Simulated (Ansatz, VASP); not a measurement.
Two plane-wave programs on GaSb

```xyz
2
Lattice="0.0000 3.0283 3.0283 3.0283 0.0000 3.0283 3.0283 3.0283 0.0000" Properties=species:S:1:pos:R:3 pbc="T T T"
Ga    0.0000    0.0000    0.0000
Sb    1.5142    1.5142    1.5142
```

Alike in both runs: task single point; functional PBE; k mesh 6 × 6 × 6; occupations gaussian, width 0.05 eV; no spin polarisation.

```csv
,VASP,Ansatz
version,VASP 6.6.1,Ansatz 0.2.0
potentials or method,"VASP PAW PBE potentials, release 64 (Ga_d, Sb), cutoff 500 eV","scalar-relativistic, plane waves, PAW"
valence electrons in the cell,18,28
```

```tsv
	VASP	Ansatz	Ansatz less VASP
gap on the k mesh at the Fermi level (eV)	0.25	0.25	-0.003
least direct gap on the mesh (eV)	0.25	0.25	-0.003
pressure (GPa)	4.2	4.1	-0.08
```

VASP's potentials hold 18 valence electrons a cell and Ansatz's 28, so a difference there can come from the potentials and not from the codes.

Neither program's run includes spin-orbit coupling.
